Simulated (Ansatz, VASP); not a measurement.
# HfN in VASP and in Ansatz

```
Hf N
1.0
     0.00000    2.38000    2.27381
     2.27381    0.00000    2.27381
     2.27381    2.38000    0.00000
Hf N
1 1
Cartesian
  0.0000 0.0080 0.0000
  2.2738 2.2785 2.2738
```

Change from the starting cell: mode 5 frozen in at -0.097 Å, normal strain along y +0.0467.

Alike in both runs: task single point; functional PBE; k mesh 16 × 16 × 16; occupations gaussian, width 0.15 eV; no spin polarisation.

```csv
,VASP,Ansatz
version,VASP 6.6.1,Ansatz 0.2.0
potentials or method,"VASP PAW PBE potentials, release 64 (Hf_pv, N), cutoff 520 eV","scalar-relativistic, plane waves, PAW"
valence electrons in the cell,15,31
```

|  | VASP | Ansatz | Ansatz less VASP |
| --- | --- | --- | --- |
| gap on the k mesh at the Fermi level (eV) | none | none | - |
| pressure (GPa) | -11.0 | -8.9 | +2.14 |
| traceless stress, the component that is largest in VASP (GPa) | -8.22 | -8.35 | -0.124 |
| rms of the force components (eV/Å) | 0.375 | 0.374 | -0.0010 |

Atom by atom the forces differ by 0.001 eV/Å (rms over components). A gap of «none» marks a metal or a gap that the smearing closes. With one functional, cell and mesh, what is left measures potentials, basis and numerics. VASP's potentials hold 15 valence electrons a cell and Ansatz's 31, so a difference there can come from the potentials and not from the codes.

Spin-orbit coupling is off throughout.
